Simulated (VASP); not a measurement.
Runs of VASP 6.6.1 on MgH5W. The structure is that of space group P4/mmm (No. 123), or close to it. The cells are those of the table. 

```csv
task,cell,k mesh,cutoff (eV),k mesh for the DOS,occupations for the DOS,gap on the mesh (eV),pressure (GPa),relaxed volume (Å³/atom),largest force (eV/Å)
single point,"a = 3.321, b = 3.321, c = 5.827 Å, 7 atoms",6 × 6 × 4,520,-,-,none,(b),-,(a)
single point,"a = 2.890, b = 2.890, c = 6.441 Å, 7 atoms",14 × 14 × 6,520,-,-,none,-0.1,-,0.01
single point,"a = 2.888, b = 2.888, c = 6.420 Å, 7 atoms",6 × 6 × 4,520,-,-,none,-0.2,-,0.01
relaxation of cell and atoms,"relaxed from a = 2.888, b = 2.888, c = 6.420 Å, 7 atoms",14 × 14 × 6,600,-,-,none,-0.1,7.67,0.01
relaxation of cell and atoms,"relaxed from a = 3.321, b = 3.321, c = 5.827 Å, 7 atoms",6 × 6 × 4,600,-,-,none,0.0,7.64,-
```

Alike in all rows: level PBE; potentials or basis VASP PAW PBE potentials, release 64 (Mg, H, W_sv); no spin polarisation; smearing gaussian 0.1 eV.

**Question.** Fill in the values left out.

**Answer.** (a) 1.05; (b) -21.9.

Caveats: some runs use coarse meshes; spin-orbit coupling is left out, which moves the levels of the heavy elements; forces of over 1 eV/Å act on the atoms, so gaps and moduli don't describe the material at rest (some runs); the volume moved by over 15 % at a fixed basis, so the end points are rough (some runs).

A k mesh can miss the band edges, and the runs leave out spin-orbit coupling on W.

A gap of «none» marks levels without a gap at the run's occupations.
